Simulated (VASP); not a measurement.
Input of a VASP 6.6.1 run:

INCAR

```
  ALGO = Normal
  EDIFF = 1E-8
  ENCUT = 520
  GGA = CA
  ISIF = 2
  ISMEAR = -1
  LASPH = T
  LCHARG = F
  LEFG = T
  LREAL = F
  LWAVE = F
  NBANDS = 15
  NELM = 60
  PREC = Accurate
  SIGMA = 0.03
```

The input KPOINTS:

```
k-points
0
Gamma
  10 10 10
```

The input POSCAR:

```
LaP
1.0
    0.0000000000      2.9922812700      2.9922812700
    2.9922812700      0.0000000000      2.9922812700
    2.9922812700      2.9922812700      0.0000000000
La P
1 1
Direct
    0.0000000000      0.0000000000      0.0000000000
    0.5000000000      0.5000000000      0.5000000000
```

Potentials or basis: VASP PAW LDA potentials, release 64 (La, P).

Launch:

```sh
$ cat potpaw_LDA.64/La/POTCAR potpaw_LDA.64/P/POTCAR > POTCAR
$ mpirun -np 1 vasp_std > vasp.out
```

Question: Predict the band gap on the k mesh.

Answer: Zero (band 8 reaches 6.58 eV, above the bottom of band 9 at 6.40 eV).

Question: Estimate the pressure.

Answer: -1.8 GPa.

Caveat: without QUAD_EFG the Cq values of the log hold for a quadrupole moment of 1 mb, not for the nuclei; spin-orbit coupling is left out, which moves the levels of the heavy elements.
